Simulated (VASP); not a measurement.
Runs of VASP 6.6.1 on Al3WO2. The structure is that of space group P-3m1 (No. 164), or close to it. The cells are those of the table. 

| task | spin | cell | k mesh | cutoff (eV) | gap on the mesh (eV) | pressure (GPa) | relaxed volume (Å³/atom) | largest force (eV/Å) |
| --- | --- | --- | --- | --- | --- | --- | --- | --- |
| single point | off | a = 2.872, b = 2.872, c = 10.181 Å, angles 90.0, 90.0, 120.0°, 6 atoms | 18 × 18 × 4 | 520 | none | 0.0 | - | - |
| single point | collinear, zero start | a = 3.190, b = 3.190, c = 7.649 Å, angles 90.0, 90.0, 120.0°, 6 atoms | 6 × 6 × 2 | 520 | none | 22.9 | - | 6.19 |
| relaxation of cell and atoms | off | relaxed from a = 2.869, b = 2.869, c = 10.208 Å, angles 90.0, 90.0, 120.0°, 6 atoms | 18 × 18 × 4 | 600 | none | 0.0 | (a) | - |
| single point | off | a = 3.190, b = 3.190, c = 7.649 Å, angles 90.0, 90.0, 120.0°, 6 atoms | 6 × 6 × 2 | 520 | none | 22.9 | - | 6.19 |
| relaxation of cell and atoms | off | relaxed from a = 3.190, b = 3.190, c = 7.649 Å, angles 90.0, 90.0, 120.0°, 6 atoms | 6 × 6 × 2 | 600 | none | 0.1 | 12.03 | 0.02 |
| single point | off | a = 2.869, b = 2.869, c = 10.208 Å, angles 90.0, 90.0, 120.0°, 6 atoms | 6 × 6 × 2 | 520 | none | -0.1 | - | 0.02 |

Alike in all rows: level PBE; potentials or basis VASP PAW PBE potentials, release 64 (Al, W_sv, O); smearing gaussian 0.1 eV.

Q: Estimate the missing entries.

A: (a) 12.11.

Caveats: some runs use coarse meshes; spin-orbit coupling is left out, which moves the levels of the heavy elements; an odd number of electrons without spin polarisation forces a metal (some runs); a magnetic or distorted state may lie lower (some runs); forces of over 1 eV/Å act on the atoms, so gaps and moduli don't describe the material at rest (some runs).

A k mesh can miss the band edges, and the runs leave out spin-orbit coupling on W.

A gap of «none» marks levels without a gap at the run's occupations.
